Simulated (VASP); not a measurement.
# TiAl (Pm-3m) in VASP: further runs, part 2 of 2

VASP 6.6.1.

## Step 3: Single point, r2SCAN

Contents of POSCAR:

```
TiAl
1.0
    3.1713456452      0.0000000000      0.0000000000
    0.0000000000      3.1713456452      0.0000000000
    0.0000000000      0.0000000000      3.1713456452
Ti Al
1 1
Direct
    0.0000000000      0.0000000000      0.0000000000
    0.5000000000      0.5000000000      0.5000000000
```

Contents of INCAR.step1:

```
SYSTEM = TiAl
PREC = Accurate
ENCUT = 520
ISMEAR = 0
SIGMA = 0.15
LREAL = .FALSE.
LASPH = .TRUE.
NELM = 60
NBANDS = 14
GGA = PE
ALGO = Normal
EDIFF = 1E-4
LWAVE = .TRUE.
LCHARG = .FALSE.
```

Contents of INCAR.step2:

```
SYSTEM = TiAl
PREC = Accurate
ENCUT = 520
EDIFF = 1E-6
ISMEAR = 0
SIGMA = 0.15
LREAL = .FALSE.
LASPH = .TRUE.
NELM = 60
ALGO = Normal
ISIF = 2
LWAVE = .FALSE.
LCHARG = .TRUE.
METAGGA = R2SCAN
LMIXTAU = .TRUE.
LELF = .TRUE.
LVHAR = .TRUE.
NBANDS = 14
ISTART = 1
```

Contents of KPOINTS:

```
Automatic mesh
0
G
  22 22 22
  0 0 0
```

Potentials or basis: VASP PAW PBE potentials, release 64 (Ti_sv, Al).

Command:

```
cat potpaw_PBE.64/Ti_sv/POTCAR potpaw_PBE.64/Al/POTCAR > POTCAR
cp INCAR.step1 INCAR
mpirun -np 1 vasp_std > vasp.out
cp INCAR.step2 INCAR
mpirun -np 1 vasp_std > vasp.out
```

Run time: 1.9 min. Hardware: 1 thread of Intel Xeon 6975P-C (Granite Rapids), shared host; peak memory 0.28 GiB.

It converged, with:

```yaml
Free_energy: -20.3218 eV
Pressure: 0.1 GPa
Band_gap_on_the_k_mesh: zero (an odd number of electrons rules out a gap without spin polarisation)
```

Levels at points of the mesh, in eV from the Fermi level:
```csv
k point,band 4,band 5,band 6,band 7,band 8,band 9,band 10,band 11
"(0.00, 0.00, 0.00)",-34.43,-9.91,-1.65,-1.65,2.06,2.06,2.06,4.65
"(0.50, 0.00, 0.00)",-34.41,-6.47,-5.63,-0.67,0.28,0.28,2.27,3.13
"(0.50, 0.50, 0.00)",-34.39,-5.26,-2.42,-2.42,-1.65,0.87,0.87,2.84
"(0.50, 0.50, 0.50)",-34.56,-3.30,-3.30,-3.30,0.96,2.88,2.88,2.88
```

Caveat: the PAW data sets were made with another functional, which shifts forces and pressure a little.

## Step 4: Single point, r2SCAN

This run uses another cell than the first one: it holds 8 atoms, not 2.

Contents of POSCAR:

```
TiAl
1.0
   -3.1713456453      3.1713456453      3.1713456453
    3.1713456453     -3.1713456453      3.1713456453
    3.1713456453      3.1713456453     -3.1713456453
Ti Al
4 4
Direct
    0.5000000000      0.5000000000      0.0000000000
    0.0000000000      0.0000000000      0.0000000000
    0.0000000000      0.5000000000      0.5000000000
    0.5000000000      0.0000000000      0.5000000000
    0.5000000000      0.5000000000      0.5000000000
    0.0000000000      0.0000000000      0.5000000000
    0.0000000000      0.5000000000      0.0000000000
    0.5000000000      0.0000000000      0.0000000000
```

Contents of INCAR.step1:

```
PREC = Accurate ; ENCUT = 520
ISMEAR = 0 ; SIGMA = 0.15
LREAL = False ; LASPH = True
NELM = 60 ; NBANDS = 40
GGA = PE ; ALGO = Normal
EDIFF = 1E-4 ; LWAVE = True
LCHARG = False
```

Contents of INCAR.step2:

```
PREC = Accurate ; ENCUT = 520
EDIFF = 1E-7 ; ISMEAR = 0
SIGMA = 0.15 ; LREAL = False
LASPH = True ; NELM = 60
ALGO = Normal ; ISIF = 2
LWAVE = False ; LCHARG = False
METAGGA = R2SCAN ; LMIXTAU = True
NBANDS = 40 ; ISTART = 1
```

Contents of KPOINTS:

```
regular mesh
0
Gamma
  14 14 14
```

Potentials or basis: VASP PAW PBE potentials, release 64 (Ti_sv, Al).

Command:

```
cat potpaw_PBE.64/Ti_sv/POTCAR potpaw_PBE.64/Al/POTCAR > POTCAR
cp INCAR.step1 INCAR
mpirun -np 1 vasp_std > vasp.out
cp INCAR.step2 INCAR
mpirun -np 1 vasp_std > vasp.out
```

OUTCAR:

```text
PREC = Accurate
   ENCUT = 520
   EDIFF = 1E-7
   ISMEAR = 0
   LREAL = False
   LASPH = True
   NELM = 60
   ISIF = 2
   METAGGA = R2SCAN
   ISTART = 1

 ion  position               nearest neighbor table
   1  0.500  0.500  0.000-   5 2.75   6 2.75   7 2.75   8 2.75   5 2.75   8 2.75   7 2.75   6 2.75

   2  0.000  0.000  0.000-   5 2.75   6 2.75   7 2.75   8 2.75   6 2.75   7 2.75   8 2.75   5 2.75

[... 1264 lines left out ...]
  Total        0.1585093      0.1585093      0.1585093      0.0000000     -0.0000000      0.0000000
  in kB        1.9905566      1.9905566      1.9905566      0.0000000     -0.0000000      0.0000000
  external PRESSURE =       1.9905566 kB  Pullay stress =       0.0000000 kB

 VOLUME and BASIS-vectors are now :
 -----------------------------------------------------------------------------
  energy-cutoff  :      520.00
  volume of cell :      127.58
      direct lattice vectors                 reciprocal lattice vectors
    -3.171345645  3.171345645  3.171345645     0.000000000  0.157661780  0.157661780
     3.171345645 -3.171345645  3.171345645     0.157661780  0.000000000  0.157661780
     3.171345645  3.171345645 -3.171345645     0.157661780  0.157661780  0.000000000

 POSITION                                       TOTAL-FORCE (eV/Angst)
 -----------------------------------------------------------------------------------
      0.00000      0.00000      3.17135        -0.000000     -0.000000      0.000000
      0.00000      0.00000      0.00000         0.000000     -0.000000     -0.000000
      3.17135      0.00000      0.00000        -0.000000     -0.000000      0.000000
      0.00000      3.17135      0.00000        -0.000000      0.000000      0.000000
      1.58567      1.58567      1.58567        -0.000000     -0.000000      0.000000
      1.58567      1.58567     -1.58567        -0.000000      0.000000     -0.000000
      1.58567     -1.58567      1.58567         0.000000      0.000000     -0.000000
     -1.58567      1.58567      1.58567         0.000000     -0.000000      0.000000
 -----------------------------------------------------------------------------------
    total drift:                               -0.000000     -0.000000      0.000000

  FREE ENERGIE OF THE ION-ELECTRON SYSTEM (eV)
  ---------------------------------------------------
  free  energy   TOTEN  =       -81.2882082095 eV

  energy  without entropy=      -81.2011849530  energy(sigma->0) =      -81.24469658
```

Wall time 59 min (1 thread of Oxide Virtual Turin-like, shared host); peak memory 0.52 GiB.

Results:

```yaml
Free_energy: -81.2882 eV
Pressure: 0.2 GPa
Band_gap_on_the_k_mesh: zero (bands 30 and 31 overlap by 1.92 eV)
```

Caveat: the PAW data sets were made with another functional, which shifts forces and pressure a little.

## Step 5: Overview

```csv
cell,k mesh,gap on the mesh (eV),pressure (GPa)
"a = 3.171 Å, 2 atoms, atomic positions A",20 × 20 × 20,none,0.1
"a = 3.171 Å, 2 atoms, atomic positions A",22 × 22 × 22,none,0.1
"a = 5.493 Å, angles 109.5°, 8 atoms, atomic positions B",14 × 14 × 14,none,0.2
```

Alike in all rows: task single point; level r2SCAN; potentials or basis VASP PAW PBE potentials, release 64 (Ti_sv, Al); no spin polarisation; cutoff (eV) 520; smearing gaussian 0.15 eV.

Caveats: the PAW data sets were made with another functional, which shifts forces and pressure a little.

Absolute energies hang on the potentials; compare differences alone.
